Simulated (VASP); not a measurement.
# EuO (Fm-3m) in VASP: single point with PBE

Aim: the single point of EuO with PBE.

All numbers are computed with VASP 6.6.1; they aren't measurements. Logs are shortened: lines on timing, memory, paths and dates and some standing lists are left out, and cuts for length are marked.

**1. The cell of the first run**

Symmetry: Fm-3m, No. 225, cubic system. The conventional cell has a = 5.062 Å, b = 5.062 Å, c = 5.062 Å, α = 90.00°, β = 90.00°, γ = 90.00°. Within 3.3 Å of Eu (site symmetry m-3m) lie 6 O at 2.53 Å. Within 3.3 Å of O (site symmetry m-3m) lie 6 Eu at 2.53 Å.

**2. Single point, PBE, collinear spin, ferromagnetic start**

INCAR

```
PREC = Accurate ; ENCUT = 600
EDIFF = 1E-6 ; ISMEAR = 0
SIGMA = 0.1 ; LREAL = F
LASPH = T ; NELM = 200
ALGO = Normal ; ISIF = 2
LWAVE = F ; LCHARG = F
ISPIN = 2 ; MAGMOM = -7.25 0
LORBIT = 11 ; LMAXMIX = 6
GGA = PE ; NBANDS = 22
GGA_COMPAT = F
```

KPOINTS

```
Automatic mesh
0
Gamma
  18 18 18
```

POSCAR

```
EuO
1.0
    0.0000000000      2.5309479810      2.5309479810
    2.5309479810      0.0000000000      2.5309479810
    2.5309479810      2.5309479810      0.0000000000
Eu O
1 1
Direct
    0.0000000000      0.0000000000      0.0000000000
    0.5000000000      0.5000000000      0.5000000000
```

Potentials or basis: VASP PAW PBE potentials, release 64 (Eu, O).

Run with:

```console
$ cat potpaw_PBE.64/Eu/POTCAR potpaw_PBE.64/O/POTCAR > POTCAR
$ mpirun -np 1 vasp_std > vasp.out
```

OUTCAR:

```text
PREC = Accurate
   ENCUT = 600
   EDIFF = 1E-6
   ISMEAR = 0
   LREAL = F
   LASPH = T
   NELM = 200
   ISIF = 2
   ISPIN = 2
   LORBIT = 11
   GGA = PE

 ion  position               nearest neighbor table
   1  0.000  0.000  0.000-   2 2.53   2 2.53   2 2.53   2 2.53   2 2.53   2 2.53
   2  0.500  0.500  0.500-   1 2.53   1 2.53   1 2.53   1 2.53   1 2.53   1 2.53

  LATTYP: Found a face centered cubic cell.
 ALAT       =     5.0618959620

  Lattice vectors:

 A1 = (   0.0000000000,   2.5309479810,   2.5309479810)
 A2 = (   2.5309479810,   0.0000000000,   2.5309479810)
 A3 = (   2.5309479810,   2.5309479810,   0.0000000000)

Analysis of symmetry for initial positions (statically):
=====================================================================
 Subroutine PRICEL returns:
 Original cell was already a primitive cell.

 Routine SETGRP: Setting up the symmetry group for a
 face centered cubic supercell.

 Subroutine GETGRP returns: Found 48 space group operations
 (whereof 48 operations were pure point group operations)
 out of a pool of 48 trial point group operations.

The static configuration has the point symmetry O_h .

Analysis of symmetry for dynamics (positions and initial velocities):
=====================================================================
 Subroutine PRICEL returns:
 Original cell was already a primitive cell.

 Routine SETGRP: Setting up the symmetry group for a
 face centered cubic supercell.

 Subroutine GETGRP returns: Found 48 space group operations
 (whereof 48 operations were pure point group operations)
 out of a pool of 48 trial point group operations.

The dynamic configuration has the point symmetry O_h .

Analysis of structural, dynamic, and magnetic symmetry:
=====================================================================
 Subroutine PRICEL returns:
 Original cell was already a primitive cell.

 Routine SETGRP: Setting up the symmetry group for a
 face centered cubic supercell.

 Subroutine GETGRP returns: Found 48 space group operations
 (whereof 48 operations were pure point group operations)
 out of a pool of 48 trial point group operations.

The overall configuration has the point symmetry O_h .

 Subroutine INISYM returns: Found 48 space group operations
 (whereof 48 operations are pure point group operations),
 and found     1 'primitive' translations

----------------------------------------------------------------------------------------

                                     Primitive cell

  volume of cell :      32.4250

  direct lattice vectors                    reciprocal lattice vectors
     0.000000000  2.530947981  2.530947981    -0.197554436  0.197554436  0.197554436
     2.530947981  0.000000000  2.530947981     0.197554436 -0.197554436  0.197554436
     2.530947981  2.530947981  0.000000000     0.197554436  0.197554436 -0.197554436

  length of vectors
     3.579300960  3.579300960  3.579300960     0.342174320  0.342174320  0.342174320

  position of ions in fractional coordinates (direct lattice)
     0.000000000  0.000000000  0.000000000
     0.500000000  0.500000000  0.500000000

  ion indices of the primitive-cell ions
   primitive index   ion index
                 1           1
                 2           2

----------------------------------------------------------------------------------------

 KPOINTS: Automatic mesh

Automatic generation of k-mesh.
 Grid dimensions read from file:
 generate k-points for:   18   18   18

 Generating k-lattice:

  Cartesian coordinates                     Fractional coordinates (reciprocal lattice)
    -0.010975246  0.010975246  0.010975246     0.055555556  0.000000000  0.000000000
     0.010975246 -0.010975246  0.010975246     0.000000000  0.055555556  0.000000000
     0.010975246  0.010975246 -0.010975246     0.000000000  0.000000000  0.055555556

  Length of vectors
     0.019009684  0.019009684  0.019009684

  Shift w.r.t. Gamma in fractional coordinates (k-lattice)
     0.000000000  0.000000000  0.000000000

 Subroutine IBZKPT returns following result:
 ===========================================

 Found    195 irreducible k-points:

 Following reciprocal coordinates:
            Coordinates               Weight
  0.000000  0.000000  0.000000      1.000000
  0.055556  0.000000  0.000000      8.000000
  0.111111  0.000000  0.000000      8.000000
  0.166667  0.000000  0.000000      8.000000
  0.222222  0.000000  0.000000      8.000000
  0.277778  0.000000  0.000000      8.000000
[... 16 lines left out ...]
 -0.277778  0.055556  0.000000     24.000000
 -0.222222  0.055556  0.000000     24.000000
 [... further k-points ...]
   k-points           NKPTS =    195   k-points in BZ     NKDIM =    195   number of bands    NBANDS=     22
   number of dos      NEDOS =    301   number of ions     NIONS =      2
   total plane-waves  NPLWV =  27000
   dimension x,y,z NGX =    30 NGY =   30 NGZ =   30
   dimension x,y,z NGXF=    60 NGYF=   60 NGZF=   60
   ions per type =               1   1
   NGX,Y,Z   is equivalent  to a cutoff of  13.93, 13.93, 13.93 a.u.
   NGXF,Y,Z  is equivalent  to a cutoff of  27.87, 27.87, 27.87 a.u.
 SYSTEM =  unknown system
   PREC   = accura    normal or accurate (medium, high low for compatibility)
   ISTART =      0    job   : 0-new  1-cont  2-samecut
   ICHARG =      2    charge: 1-file 2-atom 10-const
   ISPIN  =      2    spin polarized calculation?
   LNONCOLLINEAR =      F non collinear calculations
   LSORBIT =      F    spin-orbit coupling
   LASPH  =      T    aspherical Exc in radial PAW
   ENCUT  =  600.0 eV  44.10 Ry    6.64 a.u.   7.15  7.15  7.15*2*pi/ulx,y,z
   NELM   =    200;   NELMIN=  2; NELMDL= -5     # of ELM steps
   EDIFF  = 0.1E-05   stopping-criterion for ELM
   LREAL  =      F    real-space projection
   EDIFFG = 0.1E-04   stopping-criterion for IOM
   NSW    =      0    number of steps for IOM
   IBRION =     -1    ionic relax: 0-MD 1-quasi-New 2-CG
   NFREE  =      0    steps in history (QN), initial steepest desc. (CG)
   ISIF   =      2    stress and relaxation
   ISYM   =      2    0-nonsym 1-usesym 2-fastsym
   POTIM  = 0.5000    time-step for ionic-motion
   TEBEG  =    0.0;   TEEND  =   0.0 temperature during run
   PSTRESS=    0.0 pullay stress
   NELECT =      23.0000    total number of electrons
   NUPDOWN=      -1.0000    fix difference up-down
   EMIN   =  10.00;   EMAX   =-10.00  energy-range for DOS
   EFERMI =   0.00;   METHOD = LEGACY
   ISMEAR =     0;   SIGMA  =   0.10  broadening in eV -4-tet -1-fermi 0-gaus
   EFERMI_NEDOS =   21; number of points for ismear=-14 and -15
   IALGO  =     38    algorithm
   IMIX   =      4    mixing-type and parameters
     AMIX     =   0.40;   BMIX     =  1.00
     AMIX_MAG =   1.60;   BMIX_MAG =  1.00
  volume/ion in A,a.u.               =      16.21       109.41
  Fermi-wavevector in a.u.,A,eV,Ry     =   1.460016  2.759030 29.002807  2.131646
  Thomas-Fermi vector in A             =   2.576515
   LORBIT       =     11    0 simple, 1 ext, 2 COOP (PROOUT), +10 PAW based schemes
   GGA     = PE    functional components
   LHFCALC =     F    Hartree Fock is set to
   AEXX    =    0.0000 exact exchange contribution
   IVDW    =     0    specifies the selected vdW correction
   LEPSILON=     F    determine dielectric tensor
   LRPA    =     F    only Hartree local field effects (RPA)
 spin polarized calculation
 Gauss-broadening in eV      SIGMA  =   0.10
  energy-cutoff  :      600.00
  volume of cell :       32.42
 maximum number of plane-waves:      1106
 NGX is ok and might be reduce to    30
   NGX = 15   NGY = 15   NGZ = 15

 number of electron      23.0000000 magnetization      -6.9470594

 Free energy of the ion-electron system (eV)
  ---------------------------------------------------
  ext. energy  EPLUGINS =         0.00000000
  ---------------------------------------------------
  free energy    TOTEN  =       -22.04530033 eV

  energy without entropy =      -22.03879172  energy(sigma->0) =      -22.04204602

 E-fermi :   5.0229     XC(G=0): -11.1287

 val. band max:        5.0226919039   @ k =  -0.4444   0.5000   0.0556
 cond. band min:       5.0234294032   @ k =   0.4444   0.3889   0.0556
 fundamental gap:      0.0007374993
 Fermi energy:         5.0229391280

 spin component 1

 k-point     1 :       0.0000    0.0000    0.0000
  band No.  band energies     occupation
      1     -33.4676      1.00000
      2     -13.9763      1.00000
      3     -12.5485      1.00000
      4     -12.5485      1.00000
      5     -12.5485      1.00000
      6       1.0891      1.00000
[... 14 lines left out ...]
     21      10.0875      0.00000
     22      16.2110      0.00000

 k-point     2 :       0.0556    0.0000    0.0000
  band No.  band energies     occupation
      1     -33.4632      1.00000
      2     -14.0710      1.00000
      3     -12.5517      1.00000
      4     -12.5517      1.00000
      5     -12.4677      1.00000
      6       0.9968      1.00000
[... 14 lines left out ...]
     21      10.2246      0.00000
     22      16.3762      0.00000

 k-point     3 :       0.1111    0.0000    0.0000
  band No.  band energies     occupation
      1     -33.4506      1.00000
      2     -14.3014      1.00000
      3     -12.5607      1.00000
      4     -12.5607      1.00000
      5     -12.2770      1.00000
      6       0.7522      1.00000
[... 14 lines left out ...]
     21      10.5531      0.00000
     22      16.8573      0.00000
[... 476 lines left out ...]
 k-point    23 :      -0.2778    0.0556    0.0000
  band No.  band energies     occupation
      1     -33.3708      1.00000
      2     -15.2231      1.00000
      3     -12.6772      1.00000
      4     -12.5933      1.00000
      5     -11.5950      1.00000
      6      -0.3918      1.00000
[... 14 lines left out ...]
     21      12.5489      0.00000
     22      19.2563      0.00000

 k-point    24 :      -0.2222    0.0556    0.0000
  band No.  band energies     occupation
      1     -33.3960      1.00000
      2     -14.9778      1.00000
      3     -12.6585      1.00000
      4     -12.5740      1.00000
      5     -11.7572      1.00000
      6      -0.1009      1.00000
[... 14 lines left out ...]
     21      11.9530      0.00000
     22      18.8656      0.00000

 [... further k-points ...]

 spin component 2

 k-point     1 :       0.0000    0.0000    0.0000
  band No.  band energies     occupation
      1     -36.5021      1.00000
      2     -14.8400      1.00000
      3     -14.8400      1.00000
      4     -14.8400      1.00000
      5     -13.9068      1.00000
      6       0.9996      1.00000
[... 14 lines left out ...]
     21       8.9599      0.00000
     22      14.2369      0.00000

 k-point     2 :       0.0556    0.0000    0.0000
  band No.  band energies     occupation
      1     -36.4987      1.00000
      2     -14.9893      1.00000
      3     -14.8430      1.00000
      4     -14.8430      1.00000
      5     -13.7662      1.00000
      6       0.8896      1.00000
[... 14 lines left out ...]
     21       9.0676      0.00000
     22      14.4315      0.00000

 k-point     3 :       0.1111    0.0000    0.0000
  band No.  band energies     occupation
      1     -36.4889      1.00000
      2     -15.2973      1.00000
      3     -14.8518      1.00000
      4     -14.8518      1.00000
      5     -13.4832      1.00000
      6       0.6056      1.00000
[... 14 lines left out ...]
     21       9.3719      0.00000
     22      14.9850      0.00000
[... 476 lines left out ...]
 k-point    23 :      -0.2778    0.0556    0.0000
  band No.  band energies     occupation
      1     -36.4268      1.00000
      2     -16.3341      1.00000
      3     -14.9513      1.00000
      4     -14.8881      1.00000
      5     -12.5997      1.00000
      6      -0.6485      1.00000
[... 14 lines left out ...]
     21      11.4202      0.00000
     22      17.6022      0.00000

 k-point    24 :      -0.2222    0.0556    0.0000
  band No.  band energies     occupation
      1     -36.4463      1.00000
      2     -16.0699      1.00000
      3     -14.9333      1.00000
      4     -14.8697      1.00000
      5     -12.8097      1.00000
      6      -0.3261      1.00000
[... 14 lines left out ...]
     21      10.8283      0.00000
     22      17.1539      0.00000

 [... further k-points ...]
[... 5 lines left out ...]
  --------------------------------------------------------------------------------------
  -------------------------------------------------------------------------------------
  Total       -0.0487373     -0.0487373     -0.0487373      0.0000000      0.0000000     -0.0000000
  in kB       -2.4081976     -2.4081976     -2.4081976      0.0000000      0.0000000     -0.0000000
  external PRESSURE =      -2.4081976 kB  Pullay stress =       0.0000000 kB

 VOLUME and BASIS-vectors are now :
 -----------------------------------------------------------------------------
  energy-cutoff  :      600.00
  volume of cell :       32.42
      direct lattice vectors                 reciprocal lattice vectors
     0.000000000  2.530947981  2.530947981    -0.197554436  0.197554436  0.197554436
     2.530947981  0.000000000  2.530947981     0.197554436 -0.197554436  0.197554436
     2.530947981  2.530947981  0.000000000     0.197554436  0.197554436 -0.197554436

 POSITION                                       TOTAL-FORCE (eV/Angst)
 -----------------------------------------------------------------------------------
      0.00000      0.00000      0.00000         0.000000     -0.000000      0.000000
      2.53095      2.53095      2.53095        -0.000000      0.000000     -0.000000
 -----------------------------------------------------------------------------------
    total drift:                                0.000000      0.000000      0.000000

  FREE ENERGIE OF THE ION-ELECTRON SYSTEM (eV)
  ---------------------------------------------------
  free  energy   TOTEN  =       -22.0453003275 eV

  energy  without entropy=      -22.0387917194  energy(sigma->0) =      -22.04204602

 total charge

# of ion       s       p       d       f       tot
--------------------------------------------------
    1        2.033   5.768   0.428   6.599  14.828
    2        1.552   3.411   0.000   0.000   4.963
--------------------------------------------------
tot          3.585   9.179   0.428   6.599  19.791

 magnetization (x)

# of ion       s       p       d       f       tot
--------------------------------------------------
    1        0.012   0.105  -0.149  -6.541  -6.574
    2        0.004   0.092   0.000   0.000   0.097
--------------------------------------------------
tot          0.016   0.197  -0.149  -6.541  -6.477
```

Wall time 5.2 min (1 thread of Intel Xeon 6975P-C (Granite Rapids), shared host); peak memory 0.42 GiB.

Results:

| Quantity | Value |
| --- | --- |
| Free energy | -22.0453 eV |
| Pressure | -0.2 GPa |
| Net moment | -6.95 μB per cell |
| Site moments | Eu -6.57; O +0.10 μB |
| Valence electrons inside the program's atomic spheres | Eu 14.83; O 4.96 |

Caveat: spin-orbit coupling is left out, which moves the levels of the heavy elements; a cell with one magnetic atom can't hold antiferromagnetic order, which such compounds often take; without U or exact exchange the open f shell lies at the Fermi level, which spoils levels, moments and volumes.
